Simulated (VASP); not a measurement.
Input of a VASP 6.6.1 run:

The input INCAR:

```
ALGO     = Normal         # electronic algorithm
EDIFF    = 1E-6           # SCF threshold, eV
ENCUT    = 500            # plane-wave cutoff, eV
GGA      = PE             # functional
GGA_COMPAT= F            
ISIF     = 2              # what is computed and relaxed
ISMEAR   = 0              # smearing method
LASPH    = T              # aspherical terms in the spheres
LCHARG   = T              # write CHGCAR
LELF     = T              # ELF
LREAL    = F              # projectors in reciprocal space
LVHAR    = T            
LWAVE    = F              # write WAVECAR
NBANDS   = 21             # bands
NELM     = 120            # most SCF steps
PREC     = Accurate       # precision mode
SIGMA    = 0.15           # smearing width, eV
```

File KPOINTS:

```
k-points
0
Gamma
  14 14 14
```

The input POSCAR:

```
Ge
1.0
    0.0000000000      2.6024684000      2.7156192000
    2.6024684000      0.0000000000      2.7156192000
    2.6024684000      2.6024684000      0.0000000000
Ge
2
Direct
    0.5000000000      0.5000000000      0.5000000000
    0.7500000000      0.7500000000      0.7500000000
```

Potentials or basis: VASP PAW PBE potentials, release 64 (Ge_d).

The run is started by

```bash
$ cat potpaw_PBE.64/Ge_d/POTCAR > POTCAR
$ mpirun -np 1 vasp_std > vasp.out
```

**Question.** Predict the pressure.

**Answer.** 28.4 GPa.

**Question.** Predict the band gap on the k mesh.

**Answer.** Zero (band 14 reaches 7.40 eV, above the bottom of band 15 at 7.33 eV).

Stress tensor (GPa, compression positive):
```
29.48  0.00  0.00
 0.00 29.48  0.00
 0.00  0.00 26.18
```

Caveat: the cell differs from its parent crystal (strain -0.080 along x and y, -0.040 along z).
